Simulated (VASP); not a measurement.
Write the native input for VASP 6.6.1 that does the following.

```yaml
Task: single point
Functional: PBE
Potentials_or_basis: VASP PAW PBE potentials, release 64 (Gd)
Cutoff: 520 eV
k_mesh: 13 × 13 × 13
Occupations: fermi-dirac, width 0.08 eV
Spin: collinear spin, ferromagnetic start
Starting_moments: "[7.0] μB"
Dipole_correction: no
Further_INCAR_settings: ALGO = Normal; EDIFF = 1e-06; NBANDS = 19
```

The structure of Gd lies in POSCAR:

```
Gd
1.0
    2.4700179031      0.0000000000      0.0000000000
    0.0000000000      2.4700179031      0.0000000000
    0.0000000000      0.0000000000      2.4700179031
Gd
1
Direct
    0.0000000000      0.0000000000      0.0000000000
```

This isn't the form of Gd at room conditions, which is hcp.

These files were run (other wordings do the same):

INCAR

```
PREC     = Accurate       # precision mode
ENCUT    = 520            # plane-wave cutoff, eV
EDIFF    = 1E-6           # SCF threshold, eV
ISMEAR   = -1             # smearing method
SIGMA    = 0.08           # smearing width, eV
LREAL    = F              # projectors in reciprocal space
LASPH    = T              # aspherical terms in the spheres
NELM     = 150            # most SCF steps
ALGO     = Normal         # electronic algorithm
ISIF     = 2              # what is computed and relaxed
LWAVE    = F              # write WAVECAR
LCHARG   = F              # write CHGCAR
ISPIN    = 2              # spin polarisation
MAGMOM   = 7              # initial moments
LORBIT   = 11             # projections on sites
LMAXMIX  = 6              # l up to which the mixer works
GGA      = PE             # functional
NBANDS   = 19             # bands
```

KPOINTS

```
Automatic mesh
0
Gamma
  13 13 13
```

Potentials or basis: VASP PAW PBE potentials, release 64 (Gd).

Run with:

```console
$ cat potpaw_PBE.64/Gd/POTCAR > POTCAR
$ mpirun -np 1 vasp_std > vasp.out
```

Results of the run:

```
Pressure                                              : 92.2 GPa
Net moment                                            : 6.38 μB per cell
Site moments                                          : Gd +6.25 μB
Valence electrons inside the program's atomic spheres : Gd 16.25
```

Caveat: the cell stands under pressure.

Wall time 38 s on 1 thread of AMD EPYC 9R45 96-Core Processor (Zen 5) (shared host), peak memory 0.13 GiB.
